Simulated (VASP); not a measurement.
Wanted: the native input for a VASP 6.6.1 run.

| Quantity | Value |
| --- | --- |
| Task | single point |
| Functional | PBE |
| Potentials or basis | VASP PAW PBE potentials, release 64 (Ba_sv, Hf_pv, O) |
| Cutoff | 520 eV |
| k mesh | 6 × 6 × 6 |
| Occupations | fermi-dirac, width 0.02 eV |
| Spin | no spin polarisation |
| Dipole correction | no |
| Further INCAR settings | ALGO = Normal; EDIFF = 1e-06; NBANDS = 27 |

The structure of BaHfO3 lies in POSCAR:

```
BaHfO3
1.0
    4.1770517733      0.0000000000      0.0000000000
    0.0000000000      4.1770517733      0.0000000000
    0.0000000000      0.0000000000      4.1770487555
Ba Hf O
1 1 3
Direct
    0.5000000000      0.5000000000      0.9979971618
    0.0000000000      0.0000000000      0.4979944599
    0.0000000000      0.5000000000      0.4980131256
    0.5000000000      0.0000000000      0.4980131256
    0.0000000000      0.0000000000      0.9980039171
```

The input as run:

INCAR

```
PREC = Accurate
ENCUT = 520
EDIFF = 1E-6
ISMEAR = -1
SIGMA = 0.02
LREAL = False
LASPH = True
NELM = 60
ALGO = Normal
ISIF = 2
LWAVE = False
LCHARG = False
GGA = PE
NBANDS = 27
```

KPOINTS

```
regular mesh
0
Gamma
  6 6 6
```

Potentials or basis: VASP PAW PBE potentials, release 64 (Ba_sv, Hf_pv, O).

The run is started by

```console
$ cat potpaw_PBE.64/Ba_sv/POTCAR potpaw_PBE.64/Hf_pv/POTCAR potpaw_PBE.64/O/POTCAR > POTCAR
$ mpirun -np 1 vasp_std > vasp.out
```

Results of the run:

* Pressure: 2.9 GPa
* Band gap on the k mesh: 3.58 eV, indirect (least direct gap 3.80 eV)

Caveat: spin-orbit coupling is left out, which moves the levels of the heavy elements.

Wall time 24 s on 1 thread of Intel(R) Xeon(R) 6975P-C (Granite Rapids), on a shared host, peak memory 0.22 GiB.
